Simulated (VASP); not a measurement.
Input of a VASP 6.6.1 run:

The input INCAR:

```
SYSTEM = InSb
PREC = Accurate
ENCUT = 520
EDIFF = 1E-7
ISMEAR = 0
SIGMA = 0.15
LREAL = .FALSE.
LASPH = .TRUE.
NELM = 60
ALGO = Normal
ISIF = 2
LWAVE = .FALSE.
LCHARG = .FALSE.
GGA = PE
NBANDS = 16
```

Contents of KPOINTS:

```
regular mesh
0
G
  14 14 14
  0 0 0
```

The input POSCAR:

```
InSb
1.0
    0.0000000000      3.2382243348      2.6993838055
    3.2382243348      0.0000000000      2.6993838055
    3.2382243348      3.2382243348      0.0000000000
In Sb
1 1
Direct
    0.0000000000      0.0000000000      0.0000000000
    0.5000000000      0.5000000000      0.5000000000
```

Potentials or basis: VASP PAW PBE potentials, release 64 (In_d, Sb).

Command:

```console
$ cat potpaw_PBE.64/In_d/POTCAR potpaw_PBE.64/Sb/POTCAR > POTCAR
$ mpirun -np 1 vasp_std > vasp.out
```

Problem. What does it give for the band gap on the k mesh?

Solution. Zero (bands 9 and 10 overlap by 3.35 eV).

Problem. What does it give for the pressure?

Solution. 5.7 GPa.

Stress tensor (GPa, compression positive):
```
-2.26  0.00  0.00
 0.00 -2.26  0.00
 0.00  0.00 21.55
```

Caveat: the cell stands under pressure; spin-orbit coupling is left out, which moves the levels of the heavy elements.
